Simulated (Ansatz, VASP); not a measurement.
KCl in VASP and in Ansatz

INCAR

```
  PREC = Accurate
  ENCUT = 520
  EDIFF = 1E-7
  ISMEAR = 0
  SIGMA = 0.05
  LREAL = False
  LASPH = True
  NELM = 100
  ALGO = Normal
  ISIF = 2
  LWAVE = False
  LCHARG = False
  GGA = PS
  NBANDS = 24
```

File KPOINTS:

```
regular mesh
0
Gamma
  6 6 6
```

File POSCAR:

```
KCl
1.0
    0.0000000000     -3.1207041401     -2.9749672567
   -3.1207041401      0.0000000000     -2.9749672567
    3.1207041401      3.1207041401     -5.9499345136
K Cl
2 2
Direct
    0.5000000000      0.5000000000      0.5000000000
    0.0000000000      1.0000000000      0.0000000000
    0.7829885571      0.7648586181      0.7500000000
    0.2170114429      0.2351413819      0.2500000000
```

Input for Ansatz:

```yaml
crystal:
  lattice:
    - [0.0, -3.1207041401, -2.9749672567]
    - [-3.1207041401, 0.0, -2.9749672567]
    - [3.1207041401, 3.1207041401, -5.9499345136]
  atoms:
    - { symbol: K, position: [0.5, 0.5, 0.5] }
    - { symbol: K, position: [0.0, 1.0, 0.0] }
    - { symbol: Cl, position: [0.7829885571, 0.7648586181, 0.75] }
    - { symbol: Cl, position: [0.2170114429, 0.2351413819, 0.25] }
basis:
  ecutwfc: 420
kpoints:
  mp_grid: { grid: [6, 6, 6] }
hamiltonian:
  xc: pbesol
scf:
  occupations: { method: gaussian, width: 0.05 }
output:
  forces: true
  stress: true
  eigenvalues: true
```

Change from the starting cell: mode 7 frozen in at -0.187 Å, normal strain along z -0.0467.

Alike in both runs: task single point; functional PBEsol; k mesh 6 × 6 × 6; occupations gaussian, width 0.05 eV; no spin polarisation.

```csv
,VASP,Ansatz
version,VASP 6.6.1,Ansatz 0.2.0
potentials or method,"VASP PAW PBE potentials, release 64 (K_sv, Cl), cutoff 520 eV","scalar-relativistic, plane waves, PAW"
valence electrons in the cell,32,32
```

Ansatz gave:

```
gap on the k mesh at the Fermi level (eV)                     : 5.18
least direct gap on the mesh (eV)                             : 5.18
pressure (GPa)                                                : 1.6
traceless stress, the component that is largest in VASP (GPa) : 2.17
rms of the force components (eV/Å)                            : 0.191
```

Which values does VASP return?

gap on the k mesh at the Fermi level (eV): 5.17; least direct gap on the mesh (eV): 5.17; pressure (GPa): 1.6; traceless stress, the component that is largest in VASP (GPa): 2.22; rms of the force components (eV/Å): 0.194.

VASP's potentials were made for PBE, not for PBEsol. Atom by atom the forces differ by 0.004 eV/Å (rms over components). The functional is the same, so the differences come from potentials, cutoffs and numerics.
